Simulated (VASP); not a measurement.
Write the native input for VASP 6.6.1 that does the following.

```
Task                   : single point
Functional             : revPBE
Potentials or basis    : VASP PAW PBE potentials, release 64 (Ni)
Cutoff                 : 520 eV
k mesh                 : 16 × 16 × 5
Occupations            : fermi-dirac, width 0.05 eV
Spin                   : collinear spin, ferromagnetic start
Starting moments       : [0.696, 0.696, 0.705, 0.705] μB
Dipole correction      : no
Further INCAR settings : ALGO = Normal; EDIFF = 1e-06; NBANDS = 32
```

The structure of Ni lies in POSCAR:

```
Ni
1.0
    2.4009930957      0.0000000000      0.0000000000
   -1.2004965479      2.0793210152      0.0000000000
    0.0000000000      0.0000000000      7.8588526853
Ni
4
Direct
    1.0000000000      0.0000000000      1.0000000000
    0.0000000000      0.0000000000      0.5000000000
    0.3333333333      0.6666666667      0.2500000000
    0.6666666667      0.3333333333      0.7500000000
```

This isn't the form of Ni at room conditions, which is fcc.

These files were run (other wordings do the same):

INCAR

```
SYSTEM = Ni
ALGO     = Normal         ! electronic algorithm
EDIFF    = 1E-6           ! SCF threshold, eV
ENCUT    = 520            ! plane-wave cutoff, eV
GGA      = RE             ! functional
ISIF     = 2              ! what is computed and relaxed
ISMEAR   = -1             ! smearing method
ISPIN    = 2              ! spin polarisation
LASPH    = .TRUE.         ! aspherical terms in the spheres
LCHARG   = .FALSE.        ! write CHGCAR
LMAXMIX  = 4              ! l up to which the mixer works
LORBIT   = 11             ! projections on sites
LREAL    = .FALSE.        ! projectors in reciprocal space
LWAVE    = .FALSE.        ! write WAVECAR
MAGMOM   = 0.696 0.696 0.705 0.705 ! initial moments
NBANDS   = 32             ! bands
NELM     = 150            ! most SCF steps
PREC     = Accurate       ! precision mode
SIGMA    = 0.05           ! smearing width, eV
```

KPOINTS

```
k-points
0
G
  16 16 5
  0 0 0
```

Potentials or basis: VASP PAW PBE potentials, release 64 (Ni).

Run with:

```console
$ cat potpaw_PBE.64/Ni/POTCAR > POTCAR
$ mpirun -np 1 vasp_std > vasp.out
```

It gave:

```yaml
Pressure: 31.3 GPa
Net_moment: 2.34 μB per cell
Site_moments: Ni +0.58, +0.60 (each value once) μB
Valence_electrons_inside_the_program's_atomic_spheres: Ni 9.51
```

Caveat: the cell stands under pressure; the PAW data sets were made with another functional, which shifts forces and pressure a little.

Run time: 7.1 min on 1 thread of Intel Xeon 8259CL (shared host), peak memory 0.27 GiB.
